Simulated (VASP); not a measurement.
Write the native input for VASP 6.6.1 that does the following.

```
Task                   : single point
Functional             : r2SCAN
Potentials or basis    : VASP PAW PBE potentials, release 64 (Ge_d)
Cutoff                 : 450 eV
k mesh                 : 9 × 9 × 1
Occupations            : gaussian, width 0.1 eV
Spin                   : no spin polarisation
Dipole correction      : yes
Further INCAR settings : ALGO = Normal; EDIFF = 1e-06; NBANDS = 66
```

The system is Ge, a slab with vacuum.

```
Ge
1.0
     4.07369    0.00000    0.00000
    -2.03685    3.52792    0.00000
     0.00000    0.00000   25.81000
Ge
8
Direct
  0.33333 0.66667 0.29059
  0.00000 0.00000 0.32280
  0.00000 0.00000 0.41946
  0.66667 0.33333 0.45167
  0.66667 0.33333 0.54833
  0.33333 0.66667 0.58054
  0.33333 0.66667 0.67720
  0.00000 0.00000 0.70941
```

The input as run:

POSCAR

```
Ge
1.0
    4.0736913413      0.0000000000      0.0000000000
   -2.0368456706      3.5279201887      0.0000000000
    0.0000000000      0.0000000000     25.8100039188
Ge
8
Direct
    0.3333333333      0.6666666667      0.2905850004
    0.0000000000      0.0000000000      0.3228026927
    0.0000000000      0.0000000000      0.4194557694
    0.6666666667      0.3333333333      0.4516734616
    0.6666666667      0.3333333333      0.5483265384
    0.3333333333      0.6666666667      0.5805442306
    0.3333333333      0.6666666667      0.6771973073
    0.0000000000      0.0000000000      0.7094149996
```

INCAR.step1

```
SYSTEM = Ge
PREC = Accurate
ENCUT = 450
ISMEAR = 0
SIGMA = 0.1
LREAL = .FALSE.
LASPH = .TRUE.
NELM = 120
LDIPOL = .TRUE.
IDIPOL = 3
DIPOL = 0.5 0.5 0.500
NBANDS = 66
GGA = PE
ALGO = Normal
EDIFF = 1E-5
LWAVE = .TRUE.
LCHARG = .FALSE.
GGA_COMPAT = .FALSE.
NELMDL = -8
```

INCAR.step2

```
SYSTEM = Ge
PREC = Accurate
ENCUT = 450
EDIFF = 1E-6
ISMEAR = 0
SIGMA = 0.1
LREAL = .FALSE.
LASPH = .TRUE.
NELM = 120
ALGO = Normal
ISIF = 2
LWAVE = .FALSE.
LCHARG = .TRUE.
LDIPOL = .TRUE.
IDIPOL = 3
DIPOL = 0.5 0.5 0.500
METAGGA = R2SCAN
LMIXTAU = .TRUE.
LELF = .TRUE.
LVHAR = .TRUE.
LVACPOTAV = .TRUE.
NBANDS = 66
ISTART = 1
GGA_COMPAT = .FALSE.
```

KPOINTS

```
Automatic mesh
0
G
  9 9 1
  0 0 0
```

Potentials or basis: VASP PAW PBE potentials, release 64 (Ge_d).

The run is started by

```bash
$ cat potpaw_PBE.64/Ge_d/POTCAR > POTCAR
$ cp INCAR.step1 INCAR
$ mpirun -np 1 vasp_std > vasp.out
$ cp INCAR.step2 INCAR
$ mpirun -np 1 vasp_std > vasp.out
```

It gave:

The largest force is 0.412 eV/Å and the band gap on the k mesh is zero (bands 56 and 57 overlap by 0.25 eV).

Caveat: the PAW data sets were made with another functional, which shifts forces and pressure a little.

Wall time 25 min on 1 thread of AMD EPYC 9R14 (Zen 4) (shared host), peak memory 0.43 GiB.
